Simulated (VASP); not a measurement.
# Re (P6_3/mmc) in VASP: a series of runs, part 2 of 2

VASP 6.6.1. Earlier steps stand in the parts before.

## 3. Single point, RPBE (volume scaled by 0.92)

INCAR

```
SYSTEM = Re
PREC = Accurate
ENCUT = 520
EDIFF = 1E-6
ISMEAR = -1
SIGMA = 0.1
LREAL = .False.
LASPH = .True.
NELM = 80
ALGO = Normal
ISIF = 2
LWAVE = .False.
LCHARG = .False.
GGA = RP
NBANDS = 22
```

KPOINTS

```
regular mesh
0
Gamma
  15 15 4
  0 0 0
```

POSCAR

```
Re
1.0
    2.7104408378      0.0000000000      0.0000000000
   -1.3552204189      2.3473106210      0.0000000000
    0.0000000000      0.0000000000      8.7384213364
Re
4
Direct
    0.0000000000      1.0000000000      1.0000000000
    0.0000000000      1.0000000000      0.5000000000
    0.3333333333      0.6666666667      0.2500000000
    0.6666666667      0.3333333333      0.7500000000
```

Potentials or basis: VASP PAW PBE potentials, release 64 (Re).

Command:

```
$ cat potpaw_PBE.64/Re/POTCAR > POTCAR
$ mpirun -np 1 vasp_std > vasp.out
```

OUTCAR:

```text
SYSTEM = Re
   PREC = Accurate
   ENCUT = 520
   EDIFF = 1E-6
   ISMEAR = -1
   LREAL = .False.
   LASPH = .True.
   NELM = 80
   ISIF = 2
   GGA = RP

 ion  position               nearest neighbor table
   1  0.000  0.000  0.000-   3 2.69   4 2.69   4 2.69   3 2.69   4 2.69   3 2.69
   2  0.000  0.000  0.500-   3 2.69   4 2.69   4 2.69   3 2.69   4 2.69   3 2.69
   3  0.333  0.667  0.250-   1 2.69   2 2.69   1 2.69   2 2.69   1 2.69   2 2.69
   4  0.667  0.333  0.750-   1 2.69   2 2.69   1 2.69   2 2.69   1 2.69   2 2.69

  LATTYP: Found a hexagonal cell.
 ALAT       =     2.7104408378
 C/A-ratio  =     3.2239852700

  Lattice vectors:

 A1 = (   2.7104408378,   0.0000000000,   0.0000000000)
 A2 = (  -1.3552204189,   2.3473106210,   0.0000000000)
 A3 = (   0.0000000000,   0.0000000000,   8.7384213364)

Analysis of symmetry for initial positions (statically):
=====================================================================
 Subroutine PRICEL returns:
 Original cell was already a primitive cell.

 Routine SETGRP: Setting up the symmetry group for a
 hexagonal supercell.

 Subroutine GETGRP returns: Found 24 space group operations
 (whereof 12 operations were pure point group operations)
 out of a pool of 24 trial point group operations.

The static configuration has the point symmetry D_3d.
 The point group associated with its full space group is D_6h.

Analysis of symmetry for dynamics (positions and initial velocities):
=====================================================================
 Subroutine PRICEL returns:
 Original cell was already a primitive cell.

 Routine SETGRP: Setting up the symmetry group for a
 hexagonal supercell.

 Subroutine GETGRP returns: Found 24 space group operations
 (whereof 12 operations were pure point group operations)
 out of a pool of 24 trial point group operations.

The dynamic configuration has the point symmetry D_3d.
 The point group associated with its full space group is D_6h.

 Subroutine INISYM returns: Found 24 space group operations
 (whereof 12 operations are pure point group operations),
 and found     1 'primitive' translations

----------------------------------------------------------------------------------------

                                     Primitive cell

  volume of cell :      55.5960

  direct lattice vectors                    reciprocal lattice vectors
     2.710440838  0.000000000  0.000000000     0.368943674  0.213009729  0.000000000
    -1.355220419  2.347310621  0.000000000     0.000000000  0.426019459  0.000000000
     0.000000000  0.000000000  8.738421336     0.000000000  0.000000000  0.114437146

  length of vectors
     2.710440838  2.710440838  8.738421336     0.426019459  0.426019459  0.114437146

  position of ions in fractional coordinates (direct lattice)
     0.000000000  0.000000000  0.000000000
     0.000000000  0.000000000  0.500000000
     0.333333333  0.666666667  0.250000000
     0.666666667  0.333333333  0.750000000

  ion indices of the primitive-cell ions
   primitive index   ion index
                 1           1
                 2           2
                 3           3
                 4           4

----------------------------------------------------------------------------------------

 KPOINTS: regular mesh

Automatic generation of k-mesh.
 Grid dimensions read from file:
 generate k-points for:   15   15    4

 Generating k-lattice:

  Cartesian coordinates                     Fractional coordinates (reciprocal lattice)
     0.024596245  0.014200649  0.000000000     0.066666667  0.000000000  0.000000000
     0.000000000  0.028401297  0.000000000     0.000000000  0.066666667  0.000000000
     0.000000000  0.000000000  0.028609287     0.000000000  0.000000000  0.250000000

  Length of vectors
     0.028401297  0.028401297  0.028609287

  Shift w.r.t. Gamma in fractional coordinates (k-lattice)
     0.000000000  0.000000000  0.000000000

 Subroutine IBZKPT returns following result:
 ===========================================

 Found     81 irreducible k-points:

 Following reciprocal coordinates:
            Coordinates               Weight
  0.000000  0.000000  0.000000      1.000000
  0.066667 -0.000000  0.000000      6.000000
  0.133333  0.000000  0.000000      6.000000
  0.200000  0.000000  0.000000      6.000000
  0.266667  0.000000  0.000000      6.000000
  0.333333 -0.000000  0.000000      6.000000
[... 16 lines left out ...]
  0.333333  0.200000  0.000000     12.000000
  0.400000  0.200000  0.000000      6.000000
 [... further k-points ...]
   k-points           NKPTS =     81   k-points in BZ     NKDIM =     81   number of bands    NBANDS=     22
   number of dos      NEDOS =    301   number of ions     NIONS =      4
   total plane-waves  NPLWV =  28000
   dimension x,y,z NGX =    20 NGY =   20 NGZ =   70
   dimension x,y,z NGXF=    40 NGYF=   40 NGZF=  140
   ions per type =               4
   NGX,Y,Z   is equivalent  to a cutoff of  12.27, 12.27, 13.32 a.u.
   NGXF,Y,Z  is equivalent  to a cutoff of  24.53, 24.53, 26.63 a.u.
 SYSTEM =  Re
   PREC   = accura    normal or accurate (medium, high low for compatibility)
   ISTART =      0    job   : 0-new  1-cont  2-samecut
   ICHARG =      2    charge: 1-file 2-atom 10-const
   ISPIN  =      1    spin polarized calculation?
   LNONCOLLINEAR =      F non collinear calculations
   LSORBIT =      F    spin-orbit coupling
   LASPH  =      T    aspherical Exc in radial PAW
   ENCUT  =  520.0 eV  38.22 Ry    6.18 a.u.   5.04  5.04 16.25*2*pi/ulx,y,z
   NELM   =     80;   NELMIN=  2; NELMDL= -5     # of ELM steps
   EDIFF  = 0.1E-05   stopping-criterion for ELM
   LREAL  =      F    real-space projection
   EDIFFG = 0.1E-04   stopping-criterion for IOM
   NSW    =      0    number of steps for IOM
   IBRION =     -1    ionic relax: 0-MD 1-quasi-New 2-CG
   NFREE  =      0    steps in history (QN), initial steepest desc. (CG)
   ISIF   =      2    stress and relaxation
   ISYM   =      2    0-nonsym 1-usesym 2-fastsym
   POTIM  = 0.5000    time-step for ionic-motion
   TEBEG  =    0.0;   TEEND  =   0.0 temperature during run
   PSTRESS=    0.0 pullay stress
   NELECT =      28.0000    total number of electrons
   NUPDOWN=      -1.0000    fix difference up-down
   EMIN   =  10.00;   EMAX   =-10.00  energy-range for DOS
   EFERMI =   0.00;   METHOD = LEGACY
   ISMEAR =    -1;   SIGMA  =   0.10  broadening in eV -4-tet -1-fermi 0-gaus
   EFERMI_NEDOS =   21; number of points for ismear=-14 and -15
   IALGO  =     38    algorithm
   IMIX   =      4    mixing-type and parameters
     AMIX     =   0.40;   BMIX     =  1.00
     AMIX_MAG =   1.60;   BMIX_MAG =  1.00
  volume/ion in A,a.u.               =      13.90        93.80
  Fermi-wavevector in a.u.,A,eV,Ry     =   1.302506  2.461379 23.082576  1.696521
  Thomas-Fermi vector in A             =   2.433569
   LORBIT       =      0    0 simple, 1 ext, 2 COOP (PROOUT), +10 PAW based schemes
   GGA     = RP    functional components
   LHFCALC =     F    Hartree Fock is set to
   AEXX    =    0.0000 exact exchange contribution
   IVDW    =     0    specifies the selected vdW correction
   LEPSILON=     F    determine dielectric tensor
   LRPA    =     F    only Hartree local field effects (RPA)
 non-spin polarized calculation
  energy-cutoff  :      520.00
  volume of cell :       55.60
 maximum number of plane-waves:      1523
   NGX = 11   NGY = 11   NGZ = 33

 number of electron      28.0000001 magnetization

 Free energy of the ion-electron system (eV)
  ---------------------------------------------------
  ext. energy  EPLUGINS =         0.00000000
  ---------------------------------------------------
  free energy    TOTEN  =       -46.83367681 eV

  energy without entropy =      -46.74315657  energy(sigma->0) =      -46.78841669

 E-fermi :   8.8108     XC(G=0): -14.0233

 val. band max:        8.7977886776   @ k =   0.2000   0.0667   0.0000
 cond. band min:       8.8354469390   @ k =   0.4000   0.1333   0.2500
 fundamental gap:      0.0376582615
 Fermi energy:         8.8107676035

 k-point     1 :       0.0000    0.0000    0.0000
  band No.  band energies     occupation
      1      -1.5696      2.00000
      2       0.8572      2.00000
      3       0.9220      2.00000
      4       1.6536      2.00000
      5       6.0670      2.00000
      6       6.1712      2.00000
[... 14 lines left out ...]
     21      11.5213      0.00000
     22      11.5213      0.00000
[... 552 lines left out ...]
  band No.  band energies     occupation
      1       2.5265      2.00000
      2       2.7199      2.00000
      3       3.5230      2.00000
      4       4.1761      2.00000
      5       4.4605      2.00000
      6       4.6075      2.00000
[... 14 lines left out ...]
     21      15.6902      0.00000
     22      16.2556      0.00000

 [... further k-points ...]
[... 5 lines left out ...]
  --------------------------------------------------------------------------------------
  -------------------------------------------------------------------------------------
  Total       12.2319742     12.2319742     12.3405612      0.0000000      0.0000000      0.0000000
  in kB      352.5036855    352.5036855    355.6329680      0.0000000      0.0000000      0.0000000
  external PRESSURE =     353.5467796 kB  Pullay stress =       0.0000000 kB

 VOLUME and BASIS-vectors are now :
 -----------------------------------------------------------------------------
  energy-cutoff  :      520.00
  volume of cell :       55.60
      direct lattice vectors                 reciprocal lattice vectors
     2.710440838  0.000000000  0.000000000     0.368943674  0.213009729  0.000000000
    -1.355220419  2.347310621  0.000000000     0.000000000  0.426019459  0.000000000
     0.000000000  0.000000000  8.738421336     0.000000000  0.000000000  0.114437146

 POSITION                                       TOTAL-FORCE (eV/Angst)
 -----------------------------------------------------------------------------------
      0.00000      0.00000      0.00000         0.000000      0.000000     -0.000000
      0.00000      0.00000      4.36921         0.000000      0.000000     -0.000000
     -0.00000      1.56487      2.18461        -0.000000      0.000000      0.000000
      1.35522      0.78244      6.55382         0.000000      0.000000     -0.000000
 -----------------------------------------------------------------------------------
    total drift:                                0.000000     -0.000000      0.000000

  FREE ENERGIE OF THE ION-ELECTRON SYSTEM (eV)
  ---------------------------------------------------
  free  energy   TOTEN  =       -46.8336768102 eV

  energy  without entropy=      -46.7431565746  energy(sigma->0) =      -46.78841669
```

OSZICAR:

```text
N       E                     dE             d eps       ncg     rms          rms(c)
DAV:   1     0.183379169867E+03    0.18338E+03   -0.12378E+04  6624   0.161E+03
DAV:   2    -0.238146759231E+02   -0.20719E+03   -0.18586E+03  6870   0.683E+02
DAV:   3    -0.472128467207E+02   -0.23398E+02   -0.19909E+02  6712   0.337E+02
DAV:   4    -0.490531750254E+02   -0.18403E+01   -0.16586E+01  5826   0.726E+01
DAV:   5    -0.492552683372E+02   -0.20209E+00   -0.18802E+00  6304   0.151E+01    0.623E+01
DAV:   6    -0.475448507932E+02    0.17104E+01   -0.14740E+00  5760   0.253E+01    0.284E+01
DAV:   7    -0.468488873579E+02    0.69596E+00   -0.14453E+00  6044   0.241E+01    0.100E+00
DAV:   8    -0.468417406441E+02    0.71467E-02   -0.76418E-02  6890   0.430E+00    0.433E-01
DAV:   9    -0.468343585759E+02    0.73821E-02   -0.14678E-02  6938   0.270E+00    0.295E-01
DAV:  10    -0.468336386858E+02    0.71989E-03   -0.20063E-03  6610   0.686E-01    0.629E-02
DAV:  11    -0.468336714535E+02   -0.32768E-04   -0.19665E-04  6874   0.246E-01    0.301E-02
DAV:  12    -0.468336764317E+02   -0.49782E-05   -0.21424E-05  5376   0.118E-01    0.148E-02
DAV:  13    -0.468336775647E+02   -0.11330E-05   -0.34428E-06  3904   0.223E-02    0.108E-02
DAV:  14    -0.468336768102E+02    0.75455E-06   -0.31097E-07  3192   0.176E-02
   1 F= -.46833677E+02 E0= -.46788417E+02  d E =-.905202E-01
```

stdout:

```text
POSCAR found type information on POSCAR Re
 POSCAR found :  1 types and       4 ions
 scaLAPACK will be used
 -----------------------------------------------------------------------------
|                                                                             |
|                                                                             |
|     You enforced a specific xc type in the INCAR file but a different       |
|     I HOPE YOU KNOW WHAT YOU ARE DOING!                                     |
|                                                                             |
 -----------------------------------------------------------------------------

 LDA part: xc-table for (Slater+PW92), standard interpolation
 POSCAR, INCAR and KPOINTS ok, starting setup
 FFT: planning ... GRIDC
 FFT: planning ... GRID_SOFT
 FFT: planning ... GRID
 WAVECAR not read
 entering main loop
```

Wall time 1.7 min (1 thread of Intel Xeon Platinum 8488C (Sapphire Rapids), shared host); peak memory 0.22 GiB.

What came out:

- Free energy: -46.8337 eV
- Pressure: 35.4 GPa
- Band gap on the k mesh: zero (band 14 reaches 10.28 eV, above the bottom of band 15 at 7.42 eV)

Stress tensor (GPa, compression positive):
```
35.25  0.00  0.00
 0.00 35.25  0.00
 0.00  0.00 35.56
```

Levels at points of the mesh, in eV from the Fermi level:
```tsv
k point	band 11	band 12	band 13	band 14	band 15	band 16	band 17	band 18
(0.00, 0.00, 0.00)	-1.79	-1.39	-1.39	-1.25	-1.25	0.62	0.65	0.65
(0.00, 0.00, 0.50)	-1.63	-1.63	-1.63	-1.63	-1.10	-1.10	1.24	1.24
```

Caveat: the cell differs from its parent crystal (volume scaled by 0.92); the PAW data sets were made with another functional, which shifts forces and pressure a little; spin-orbit coupling is left out, which moves the levels of the heavy elements.

## 4. Single point, RPBE (volume scaled by 0.96)

INCAR

```
SYSTEM = Re
PREC = Accurate ; ENCUT = 520
EDIFF = 1E-7 ; ISMEAR = -1
SIGMA = 0.1 ; LREAL = .FALSE.
LASPH = .TRUE. ; NELM = 60
ALGO = Normal ; ISIF = 2
LWAVE = .FALSE. ; LCHARG = .FALSE.
GGA = RP ; NBANDS = 22
```

KPOINTS

```
Automatic mesh
0
G
  15 15 4
  0 0 0
```

POSCAR

```
Re
1.0
    2.7491666533      0.0000000000      0.0000000000
   -1.3745833266      2.3808481610      0.0000000000
    0.0000000000      0.0000000000      8.8632727950
Re
4
Direct
    0.0000000000      1.0000000000      1.0000000000
    0.0000000000      1.0000000000      0.5000000000
    0.3333333333      0.6666666667      0.2500000000
    0.6666666667      0.3333333333      0.7500000000
```

Command:

```
$ cat potpaw_PBE.64/Re/POTCAR > POTCAR
$ mpirun -np 1 vasp_std > vasp.out
```

It took 2 min on 1 thread of Intel Xeon Platinum 8488C (Sapphire Rapids), shared host; peak memory 0.22 GiB.

The run converged. Its results:

| Property | Result |
| --- | --- |
| Free energy | -47.2127 eV |
| Pressure | 15.4 GPa |
| Band gap on the k mesh | zero (band 14 reaches 9.59 eV, above the bottom of band 15 at 6.96 eV) |

Stress tensor (GPa, compression positive):
```
15.29  0.00  0.00
 0.00 15.29  0.00
 0.00  0.00 15.54
```

Levels at points of the mesh, in eV from the Fermi level:
```
           k point  band 11  band 12  band 13  band 14  band 15  band 16  band 17  band 18
(0.00, 0.00, 0.00)    -1.67    -1.29    -1.29    -1.16    -1.16     0.53     0.62     0.62
(0.00, 0.00, 0.50)    -1.52    -1.52    -1.52    -1.52    -1.12    -1.12     1.17     1.17
```

Caveat: the cell differs from its parent crystal (volume scaled by 0.96); the PAW data sets were made with another functional, which shifts forces and pressure a little; spin-orbit coupling is left out, which moves the levels of the heavy elements.

## 5. Single point, RPBE

This run uses another cell than the first one, of 15.11 Å³/atom, 1.136 times its volume.

INCAR

```
  ALGO = Normal
  EDIFF = 1E-6
  ENCUT = 520
  GGA = RP
  ISIF = 2
  ISMEAR = -1
  LASPH = True
  LCHARG = False
  LREAL = False
  LWAVE = False
  NBANDS = 22
  NELM = 60
  PREC = Accurate
  SIGMA = 0.1
```

KPOINTS

```
k-points
0
Gamma
  15 15 4
```

POSCAR

```
Re
1.0
    2.7868311508      0.0000000000      0.0000000000
   -1.3934155754      2.4134665727      0.0000000000
    0.0000000000      0.0000000000      8.9847025802
Re
4
Direct
    0.0000000000      1.0000000000      1.0000000000
    0.0000000000      1.0000000000      0.5000000000
    0.3333333333      0.6666666667      0.2500000000
    0.6666666667      0.3333333333      0.7500000000
```

Command:

```
$ cat potpaw_PBE.64/Re/POTCAR > POTCAR
$ mpirun -np 1 vasp_std > vasp.out
```

It took 1.9 min on 1 thread of Intel Xeon Platinum 8488C (Sapphire Rapids), shared host; peak memory 0.23 GiB.

Results (log left out):

| Item | Value |
| --- | --- |
| Free energy | -47.3216 eV |
| Pressure | -0.6 GPa |
| Band gap on the k mesh | zero (band 14 reaches 8.97 eV, above the bottom of band 15 at 6.54 eV) |

Stress tensor (GPa, compression positive):
```
-0.64  0.00  0.00
 0.00 -0.64  0.00
 0.00  0.00 -0.52
```

Levels at points of the mesh, in eV from the Fermi level:
```
           k point  band 11  band 12  band 13  band 14  band 15  band 16  band 17  band 18
(0.00, 0.00, 0.00)    -1.57    -1.20    -1.20    -1.09    -1.09     0.45     0.60     0.60
(0.00, 0.00, 0.50)    -1.42    -1.42    -1.42    -1.42    -1.12    -1.12     1.11     1.11
```

Caveat: the PAW data sets were made with another functional, which shifts forces and pressure a little; spin-orbit coupling is left out, which moves the levels of the heavy elements.

## 6. Summary

```csv
cell,gap on the mesh (eV),pressure (GPa)
"a = 2.671, b = 2.671, c = 8.610 Å, angles 90.0, 90.0, 120.0°, 4 atoms",none,60.3
"a = 2.710, b = 2.710, c = 8.738 Å, angles 90.0, 90.0, 120.0°, 4 atoms",none,35.4
"a = 2.749, b = 2.749, c = 8.863 Å, angles 90.0, 90.0, 120.0°, 4 atoms",none,15.4
"a = 2.787, b = 2.787, c = 8.985 Å, angles 90.0, 90.0, 120.0°, 4 atoms",none,-0.6
```

Alike in all rows: task single point; level RPBE; potentials or basis VASP PAW PBE potentials, release 64 (Re); no spin polarisation; k mesh 15 × 15 × 4; cutoff (eV) 520; smearing fermi-dirac 0.1 eV.

Caveats: the PAW data sets were made with another functional, which shifts forces and pressure a little; spin-orbit coupling is left out, which moves the levels of the heavy elements.

Absolute energies hang on the potentials; compare differences alone.
